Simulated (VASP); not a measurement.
Set up this calculation in VASP 6.6.1, as the native input.

| Property | Result |
| --- | --- |
| Task | single point |
| Functional | PBE |
| Potentials or basis | VASP PAW PBE potentials, release 64 (Nd_3, Sc_sv, Sb), 4f in core |
| Cutoff | 500 eV |
| k mesh | 4 × 4 × 4 |
| Occupations | gaussian, width 0.1 eV |
| Spin | collinear spin |
| Starting moments | [0.0, 1.0, 0.0, 0.0] μB |
| Dipole correction | no |
| Further INCAR settings | ALGO = Normal; EDIFF = 1e-06; NBANDS = 28 |

The structure of NdScSb2 lies in POSCAR:

```
NdScSb2
1.0
    4.0115698914      0.0000000000      0.0000000000
    0.0000000000      4.0115698914      0.0000000000
    0.0000000000      0.0000000000      6.5188011857
Nd Sc Sb
1 1 2
Direct
    0.5000000000      0.5000000000      0.0000000000
    0.5000000000      0.5000000000      0.5000000000
    0.0000000000      0.0000000000      0.7355240248
    0.0000000000      0.0000000000      0.2644759752
```

The cell was generated, and may not be a known phase.

One way to write it, as run:

INCAR

```
PREC = Accurate ; ENCUT = 500
EDIFF = 1E-6 ; ISMEAR = 0
SIGMA = 0.1 ; LREAL = False
LASPH = True ; NELM = 200
ALGO = Normal ; ISIF = 2
LWAVE = False ; LCHARG = False
ISPIN = 2 ; MAGMOM = 0 1 0 0
LORBIT = 11 ; LMAXMIX = 6
GGA = PE ; NBANDS = 28
GGA_COMPAT = False
```

KPOINTS

```
Automatic mesh
0
Gamma
  4 4 4
```

Potentials or basis: VASP PAW PBE potentials, release 64 (Nd_3, Sc_sv, Sb), 4f in core.

Command:

```bash
$ cat potpaw_PBE.64/Nd_3/POTCAR potpaw_PBE.64/Sc_sv/POTCAR potpaw_PBE.64/Sb/POTCAR > POTCAR
$ mpirun -np 1 vasp_std > vasp.out
```

It gave:

The pressure is 0.3 GPa and the largest force is 0.014 eV/Å. The band gap on the k mesh is zero (filled and empty bands overlap), the net moment is 0.01 μB per cell and the valence electrons inside the program's atomic spheres are Nd 8.91; Sc 9.31; Sb 2.48.

Caveat: the k points lie up to 0.39 Å⁻¹ apart, too coarse for converged energies and pressures of a metal; the magnetic or orbital state may not be the lowest; the moments typed at the start vanished in this run; spin-orbit coupling is left out, which moves the levels of the heavy elements; the 4f electrons are frozen in the core, so they carry no moment and show no levels.

It took 2.3 min on 1 thread of Intel(R) Xeon(R) Platinum 8488C (Sapphire Rapids), with other jobs on the host, peak memory 0.28 GiB.
